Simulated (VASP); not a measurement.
# Ta4O (P1) in VASP: single point with PBE

Aim: the single point of Ta4O with PBE.

Everything below comes from runs of VASP 6.6.1. Logs are shortened: lines on timing, memory, paths and dates and some standing lists are left out, and cuts for length are marked.

### Step 1. The cell of the first run

The typed cell holds 5 atoms: a = 3.255 Å, b = 3.255 Å, c = 7.395 Å, α = 90.00°, β = 90.00°, γ = 90.00°.

### Step 2. Single point, PBE (atom 1 moved 0.45 Å)

Contents of INCAR:

```
SYSTEM = Ta4O
PREC = Accurate
ENCUT = 520
EDIFF = 1E-6
ISMEAR = 0
SIGMA = 0.15
LREAL = .FALSE.
LASPH = .TRUE.
NELM = 80
ALGO = Normal
ISIF = 2
LWAVE = .FALSE.
LCHARG = .FALSE.
GGA = PE
NBANDS = 33
```

Contents of KPOINTS:

```
Automatic mesh
0
G
  10 10 6
  0 0 0
```

Contents of POSCAR:

```
Ta4O
1.0
    3.2547070441      0.0000000000      0.0000000000
    0.0000000000      3.2547070441      0.0000000000
    0.0000000000      0.0000000000      7.3953866538
Ta O
4 1
Direct
   -0.0275645296      0.0958951964      0.5210083228
    0.5068911324      0.4760262009      0.7776606486
    0.5068911324      0.4760262009      0.2118351900
    0.0068911324     -0.0239737991     -0.0052520807
    0.5068911324      0.4760262009      0.4947479193
```

Potentials or basis: VASP PAW PBE potentials, release 64 (Ta_pv, O).

On the command line:

```
$ cat potpaw_PBE.64/Ta_pv/POTCAR potpaw_PBE.64/O/POTCAR > POTCAR
$ mpirun -np 1 vasp_std > vasp.out
```

OUTCAR:

```text
SYSTEM = Ta4O
   PREC = Accurate
   ENCUT = 520
   EDIFF = 1E-6
   ISMEAR = 0
   LREAL = .FALSE.
   LASPH = .TRUE.
   NELM = 80
   ISIF = 2
   GGA = PE

 ion  position               nearest neighbor table
   1  0.972  0.096  0.521-   5 1.97   5 2.14   5 2.53   5 2.67   2 2.73   2 2.86   3 3.01   3 3.13
                             2 3.16   2 3.27   3 3.40   3 3.51   4 3.53
   2  0.507  0.476  0.778-   5 2.09   1 2.73   4 2.81   4 2.81   4 2.81   4 2.81   1 2.86   1 3.16
                             3 3.21   1 3.27
   3  0.507  0.476  0.212-   5 2.09   4 2.81   4 2.81   4 2.81   4 2.81   1 3.01   1 3.13   2 3.21
                             1 3.40   1 3.51
   4  0.007  0.976  0.995-   3 2.81   3 2.81   3 2.81   3 2.81   2 2.81   2 2.81   2 2.81   2 2.81
                             1 3.53
   5  0.507  0.476  0.495-   1 1.97   2 2.09   3 2.09   1 2.14   1 2.53   1 2.67

  LATTYP: Found a simple tetragonal cell.
 ALAT       =     3.2547070441
 C/A-ratio  =     2.2722126918

  Lattice vectors:

 A1 = (   3.2547070441,   0.0000000000,   0.0000000000)
 A2 = (   0.0000000000,   3.2547070441,   0.0000000000)
 A3 = (   0.0000000000,   0.0000000000,   7.3953866538)

Analysis of symmetry for initial positions (statically):
=====================================================================
 Subroutine PRICEL returns:
 Original cell was already a primitive cell.

 Routine SETGRP: Setting up the symmetry group for a
 simple tetragonal supercell.

 Subroutine GETGRP returns: Found  1 space group operations
 (whereof  1 operations were pure point group operations)
 out of a pool of 16 trial point group operations.

The static configuration has the point symmetry C_1 .

Analysis of symmetry for dynamics (positions and initial velocities):
=====================================================================
 Subroutine PRICEL returns:
 Original cell was already a primitive cell.

 Routine SETGRP: Setting up the symmetry group for a
 simple tetragonal supercell.

 Subroutine GETGRP returns: Found  1 space group operations
 (whereof  1 operations were pure point group operations)
 out of a pool of 16 trial point group operations.

The dynamic configuration has the point symmetry C_1 .

 Subroutine INISYM returns: Found  1 space group operations
 (whereof  1 operations are pure point group operations),
 and found     1 'primitive' translations

----------------------------------------------------------------------------------------

                                     Primitive cell

  volume of cell :      78.3402

[... 91 lines left out ...]
   LASPH  =      T    aspherical Exc in radial PAW
   ENCUT  =  520.0 eV  38.22 Ry    6.18 a.u.   6.05  6.05 13.75*2*pi/ulx,y,z
   NELM   =     80;   NELMIN=  2; NELMDL= -5     # of ELM steps
   EDIFF  = 0.1E-05   stopping-criterion for ELM
   LREAL  =      F    real-space projection
[... 7 lines left out ...]
   TEBEG  =    0.0;   TEEND  =   0.0 temperature during run
   PSTRESS=    0.0 pullay stress
   NELECT =      50.0000    total number of electrons
   NUPDOWN=      -1.0000    fix difference up-down
   EMIN   =  10.00;   EMAX   =-10.00  energy-range for DOS
   EFERMI =   0.00;   METHOD = LEGACY
   ISMEAR =     0;   SIGMA  =   0.15  broadening in eV -4-tet -1-fermi 0-gaus
   EFERMI_NEDOS =   21; number of points for ismear=-14 and -15
   IALGO  =     38    algorithm
   IMIX   =      4    mixing-type and parameters
     AMIX     =   0.40;   BMIX     =  1.00
     AMIX_MAG =   1.60;   BMIX_MAG =  1.00
  volume/ion in A,a.u.               =      15.67       105.73
  Fermi-wavevector in a.u.,A,eV,Ry     =   1.409516  2.663599 27.031166  1.986735
  Thomas-Fermi vector in A             =   2.531564
   LORBIT       =      0    0 simple, 1 ext, 2 COOP (PROOUT), +10 PAW based schemes
   GGA     = PE    functional components
   LHFCALC =     F    Hartree Fock is set to
   AEXX    =    0.0000 exact exchange contribution
   IVDW    =     0    specifies the selected vdW correction
   LEPSILON=     F    determine dielectric tensor
   LRPA    =     F    only Hartree local field effects (RPA)
 non-spin polarized calculation
 Gauss-broadening in eV      SIGMA  =   0.15
  energy-cutoff  :      520.00
  volume of cell :       78.34
 maximum number of plane-waves:      2144
   NGX = 13   NGY = 13   NGZ = 27

 number of electron      50.0000001 magnetization

 Free energy of the ion-electron system (eV)
  ---------------------------------------------------
  ext. energy  EPLUGINS =         0.00000000
  ---------------------------------------------------
  free energy    TOTEN  =       -54.30196327 eV

  energy without entropy =      -54.26593554  energy(sigma->0) =      -54.28394940

 E-fermi :   6.3600     XC(G=0): -12.5810

 val. band max:        6.3593067047   @ k =   0.0000  -0.3000   0.1667
 cond. band min:       6.3603036336   @ k =  -0.3000   0.5000   0.1667
 fundamental gap:      0.0009969289
 Fermi energy:         6.3599656925

 k-point     1 :       0.0000    0.0000    0.0000
  band No.  band energies     occupation
      1     -29.0599      2.00000
      2     -28.9281      2.00000
      3     -28.6948      2.00000
      4     -28.2170      2.00000
      5     -27.9618      2.00000
      6     -27.9513      2.00000
[... 853 lines left out ...]
     32       9.6160      0.00000
     33      10.1763      0.00000

 [... further k-points ...]

------------------------ aborting loop because EDIFF is reached ----------------------------------------

  FORCE on cell =-STRESS in cart. coord.  units (eV):
  Direction    XX          YY          ZZ          XY          YZ          ZX
  --------------------------------------------------------------------------------------
  -------------------------------------------------------------------------------------
  Total        6.6322130      3.0513873      3.1129084     -2.2564474      0.3752437     -0.0427232
  in kB      135.6389294     62.4055511     63.6637523    -46.1478112      7.6743096     -0.8737556
  external PRESSURE =      87.2360776 kB  Pullay stress =       0.0000000 kB

 VOLUME and BASIS-vectors are now :
 -----------------------------------------------------------------------------
  energy-cutoff  :      520.00
  volume of cell :       78.34
      direct lattice vectors                 reciprocal lattice vectors
     3.254707044  0.000000000  0.000000000     0.307247315  0.000000000  0.000000000
     0.000000000  3.254707044  0.000000000     0.000000000  0.307247315  0.000000000
     0.000000000  0.000000000  7.395386654     0.000000000  0.000000000  0.135219434

 POSITION                                       TOTAL-FORCE (eV/Angst)
 -----------------------------------------------------------------------------------
      3.16499      0.31211      3.85306         1.978536     -3.440074     -0.836357
      1.64978      1.54933      5.75110        -0.522562      1.324507      1.113839
      1.64978      1.54933      1.56660        -0.301963      0.775864     -0.025402
      0.02243      3.17668      7.35655         0.101124     -0.270250      0.195445
      1.64978      1.54933      3.65885        -1.255135      1.609953     -0.447525
 -----------------------------------------------------------------------------------
    total drift:                                0.000195      0.000251      0.000210

  FREE ENERGIE OF THE ION-ELECTRON SYSTEM (eV)
  ---------------------------------------------------
  free  energy   TOTEN  =       -54.3019632655 eV

  energy  without entropy=      -54.2659355431  energy(sigma->0) =      -54.28394940
```

Run time: 10 min. Hardware: 1 thread of Intel Xeon Platinum 8259CL at 2.50GHz (Skylake/Cascade Lake), shared host; peak memory 0.65 GiB.

What came out:

- Free energy: -54.3020 eV
- Pressure: 8.7 GPa
- Largest force: 4.056 eV/Å
- Band gap on the k mesh: zero (bands 25 and 26 overlap by 1.16 eV)

Forces on the atoms (eV/Å):
```
Ta   1.979 -3.440 -0.836
Ta  -0.523  1.325  1.114
Ta  -0.302  0.776 -0.025
Ta   0.101 -0.270  0.195
O   -1.255  1.610 -0.448
```

Caveat: the cell differs from its parent crystal (atom 1 moved 0.45 Å); the stress differs along the axes, from 6 to 14 GPa; spin-orbit coupling is left out, which moves the levels of the heavy elements; forces of over 1 eV/Å act on the atoms, so gaps and moduli don't describe the material at rest.
